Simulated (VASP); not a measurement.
A run of VASP 6.6.1 is set up as follows.

The input INCAR:

```
SYSTEM = CaO
PREC     = Accurate       ! precision mode
ENCUT    = 600            ! plane-wave cutoff, eV
EDIFF    = 1E-6           ! SCF threshold, eV
ISMEAR   = -1             ! smearing method
SIGMA    = 0.05           ! smearing width, eV
LREAL    = .FALSE.        ! projectors in reciprocal space
LASPH    = .TRUE.         ! aspherical terms in the spheres
NELM     = 120            ! most SCF steps
ALGO     = Normal         ! electronic algorithm
ISIF     = 2              ! what is computed and relaxed
LWAVE    = .FALSE.        ! write WAVECAR
LCHARG   = .FALSE.        ! write CHGCAR
GGA      = LIBXC          ! functional
LIBXC1   = GGA_X_B88    
LIBXC2   = GGA_C_PBE    
NBANDS   = 15             ! bands
GGA_COMPAT= .FALSE.
```

The input KPOINTS:

```
regular mesh
0
G
  10 10 10
  0 0 0
```

Contents of POSCAR:

```
CaO
1.0
    0.0000000000      2.4035556960      2.4035556960
    2.4035556960      0.0000000000      2.4035556960
    2.4035556960      2.4035556960      0.0000000000
Ca O
1 1
Direct
    0.0000000000      0.0000000000      0.0000000000
    0.5000000000      0.5000000000      0.5000000000
```

Potentials or basis: VASP PAW PBE potentials, release 64 (Ca_sv, O).

The run is started by

```sh
$ cat potpaw_PBE.64/Ca_sv/POTCAR potpaw_PBE.64/O/POTCAR > POTCAR
$ mpirun -np 1 vasp_std > vasp.out
```

Question: Estimate the band gap on the k mesh.

Answer: 3.67 eV (least direct gap 4.04 eV).

Question: What does it give for the pressure?

Answer: 1.9 GPa.

Caveat: the PAW data sets were made with another functional, which shifts forces and pressure a little. A k mesh can miss the band edges.
